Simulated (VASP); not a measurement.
# Hf (R-3m) in VASP: electric field gradients with PBE

Aim: the electric field gradients of Hf with PBE.

All numbers are computed with VASP 6.6.1; they aren't measurements. Logs are shortened: lines on timing, memory, paths and dates and some standing lists are left out, and cuts for length are marked.

## (1) The cell of the first run

It takes space group R-3m (No. 166, trigonal). Conventional cell: a = 5.029 Å, b = 5.029 Å, c = 3.220 Å, α = 90.00°, β = 90.00°, γ = 120.00°. Within 4.1 Å of Hf (site symmetry -3m) lie 14 Hf at 3.10 to 3.61 Å.

## (2) Electric field gradients, PBE (equal xy, yz and zx shear strains of +3 %)

Input file INCAR:

```
SYSTEM = Hf
PREC = Accurate
ENCUT = 520
EDIFF = 1E-8
ISMEAR = -1
SIGMA = 0.05
LREAL = .False.
LASPH = .True.
NELM = 100
ALGO = Normal
ISIF = 2
LWAVE = .False.
LCHARG = .False.
GGA = PE
LEFG = .True.
NBANDS = 11
```

Input file KPOINTS:

```
regular mesh
0
Gamma
  14 14 14
  0 0 0
```

Input file POSCAR:

```
Hf
1.0
   -1.7508500000      1.8050000000      1.8050000000
    1.8050000000     -1.7508500000      1.8050000000
    1.8050000000      1.8050000000     -1.7508500000
Hf
1
Direct
    0.0000000000      0.0000000000      0.0000000000
```

Potentials or basis: VASP PAW PBE potentials, release 64 (Hf_pv).

The run is started by

```sh
$ cat potpaw_PBE.64/Hf_pv/POTCAR > POTCAR
$ mpirun -np 1 vasp_std > vasp.out
```

OUTCAR:

```text
SYSTEM = Hf
   PREC = Accurate
   ENCUT = 520
   EDIFF = 1E-8
   ISMEAR = -1
   LREAL = .False.
   LASPH = .True.
   NELM = 100
   ISIF = 2
   GGA = PE

 ion  position               nearest neighbor table
   1  0.000  0.000  0.000-

  LATTYP: Found a trigonal (rhomboedric) cell.
 ALAT       =     3.0954039676
 COS(alpha) =    -0.3196300452

  Lattice vectors:

 A1 = (  -1.7508500000,   1.8050000000,   1.8050000000)
 A2 = (   1.8050000000,  -1.7508500000,   1.8050000000)
 A3 = (   1.8050000000,   1.8050000000,  -1.7508500000)

Analysis of symmetry for initial positions (statically):
=====================================================================
 Subroutine PRICEL returns:
 Original cell was already a primitive cell.

 Routine SETGRP: Setting up the symmetry group for a
 trigonal (rhombohedral) supercell.

 Subroutine GETGRP returns: Found 12 space group operations
 (whereof 12 operations were pure point group operations)
 out of a pool of 12 trial point group operations.

The static configuration has the point symmetry D_3d.

Analysis of symmetry for dynamics (positions and initial velocities):
=====================================================================
 Subroutine PRICEL returns:
 Original cell was already a primitive cell.

 Routine SETGRP: Setting up the symmetry group for a
 trigonal (rhombohedral) supercell.

 Subroutine GETGRP returns: Found 12 space group operations
 (whereof 12 operations were pure point group operations)
 out of a pool of 12 trial point group operations.

The dynamic configuration has the point symmetry D_3d.

 Subroutine INISYM returns: Found 12 space group operations
 (whereof 12 operations are pure point group operations),
 and found     1 'primitive' translations

----------------------------------------------------------------------------------------

                                     Primitive cell

  volume of cell :      23.5072

  direct lattice vectors                    reciprocal lattice vectors
    -1.750850000  1.805000000  1.805000000    -0.008191069  0.273035642  0.273035642
[... 125 lines left out ...]
  ext. energy  EPLUGINS =         0.00000000
  ---------------------------------------------------
  free energy    TOTEN  =        -9.71987584 eV

  energy without entropy =       -9.70223261  energy(sigma->0) =       -9.71105423

 E-fermi :   4.2401     XC(G=0): -11.0598

 val. band max:        4.2395752038   @ k =  -0.3571   0.1429   0.0714
 cond. band min:       4.2407446461   @ k =  -0.4286   0.3571   0.1429
 fundamental gap:      0.0011694423
 Fermi energy:         4.2400715866

 k-point     1 :       0.0000    0.0000    0.0000
  band No.  band energies     occupation
      1     -25.8144      2.00000
      2     -25.7620      2.00000
      3     -25.7620      2.00000
      4      -2.6250      2.00000
      5       5.4991      0.00000
      6       5.4991      0.00000
      7       6.1429      0.00000
      8       8.4181      0.00000
      9       8.4181      0.00000
     10      17.0740      0.00000
     11      17.0740      0.00000
[... 309 lines left out ...]
 k-point    24 :       0.2857    0.1429    0.0000
  band No.  band energies     occupation
      1     -26.2925      2.00000
      2     -25.9900      2.00000
      3     -25.8137      2.00000
      4       0.8506      2.00000
      5       3.9770      1.98968
      6       4.2360      1.04065
      7       8.0130      0.00000
      8       9.2089      0.00000
      9      10.1186      0.00000
     10      14.3992      0.00000
     11      16.7987      0.00000

 [... further k-points ...]

------------------------ aborting loop because EDIFF is reached ----------------------------------------

  FORCE on cell =-STRESS in cart. coord.  units (eV):
  Direction    XX          YY          ZZ          XY          YZ          ZX
  --------------------------------------------------------------------------------------
  -------------------------------------------------------------------------------------
  Total       -0.7605350     -0.7605350     -0.7605350     -0.2176234     -0.2176234     -0.2176234
  in kB      -51.8356464    -51.8356464    -51.8356464    -14.8325173    -14.8325173    -14.8325173
  external PRESSURE =     -51.8356464 kB  Pullay stress =       0.0000000 kB

 VOLUME and BASIS-vectors are now :
 -----------------------------------------------------------------------------
  energy-cutoff  :      520.00
  volume of cell :       23.51
      direct lattice vectors                 reciprocal lattice vectors
    -1.750850000  1.805000000  1.805000000    -0.008191069  0.273035642  0.273035642
     1.805000000 -1.750850000  1.805000000     0.273035642 -0.008191069  0.273035642
     1.805000000  1.805000000 -1.750850000     0.273035642  0.273035642 -0.008191069

 POSITION                                       TOTAL-FORCE (eV/Angst)
 -----------------------------------------------------------------------------------
      0.00000      0.00000      0.00000        -0.000000     -0.000000      0.000000
 -----------------------------------------------------------------------------------
    total drift:                               -0.000000      0.000000      0.000000

  FREE ENERGIE OF THE ION-ELECTRON SYSTEM (eV)
  ---------------------------------------------------
  free  energy   TOTEN  =        -9.7198758386 eV

  energy  without entropy=       -9.7022326120  energy(sigma->0) =       -9.71105423

 Electric field gradients (V/A^2)
---------------------------------------------------------------------
 ion       V_xx      V_yy      V_zz      V_xy      V_xz      V_yz
---------------------------------------------------------------------
   1      -0.000    -0.000     0.000   -25.911   -25.911   -25.911
---------------------------------------------------------------------

 Electric field gradients after diagonalization (V/A^2)
 (convention: |V_zz| > |V_xx| > |V_yy|)
----------------------------------------------------------------------
 ion       V_xx      V_yy      V_zz     asymmetry (V_yy - V_xx)/ V_zz
----------------------------------------------------------------------
   1      25.911    25.911   -51.822       0.000
----------------------------------------------------------------------

           NMR quadrupolar parameters

 Cq : quadrupolar parameter    Cq=e*Q*V_zz/h
 eta: asymmetry parameters     (V_yy - V_xx)/ V_zz
 Q  : nuclear electric quadrupole moment in mb (millibarn)
----------------------------------------------------------------------
 ion       Cq(MHz)       eta       Q (mb)
----------------------------------------------------------------------
   1      -0.125       0.000       1.000
----------------------------------------------------------------------
```

stdout:

```text
POSCAR found type information on POSCAR Hf
 POSCAR found :  1 types and       1 ions
 scaLAPACK will be used
 LDA part: xc-table for (Slater+PW92), standard interpolation
 POSCAR, INCAR and KPOINTS ok, starting setup
 FFT: planning ... GRIDC
 FFT: planning ... GRID_SOFT
 FFT: planning ... GRID
 WAVECAR not read
 entering main loop
ion   1
```

Wall time 85 s (1 thread of Intel Xeon 8259CL, shared host); peak memory 0.2 GiB.

What came out:

| Quantity | Value |
| --- | --- |
| Free energy | -9.7199 eV |
| Pressure | -5.2 GPa |
| Band gap on the k mesh | zero (bands 5 and 6 overlap by 1.94 eV) |
| Largest electric field gradient by atom | Hf -51.8 V/Å² |

Stress tensor (GPa, compression positive):
```
-5.18 -1.48 -1.48
-1.48 -5.18 -1.48
-1.48 -1.48 -5.18
```

Electric field gradients, principal values (V/Å²):
```csv
atom,least,middle,greatest (by size)
1 Hf,25.911,25.911,-51.822
```

Caveat: the cell differs from its parent crystal (equal xy, yz and zx shear strains of +3 %); the cell stands under tension; without QUAD_EFG the Cq values of the log hold for a quadrupole moment of 1 mb, not for the nuclei; spin-orbit coupling is left out, which moves the levels of the heavy elements.
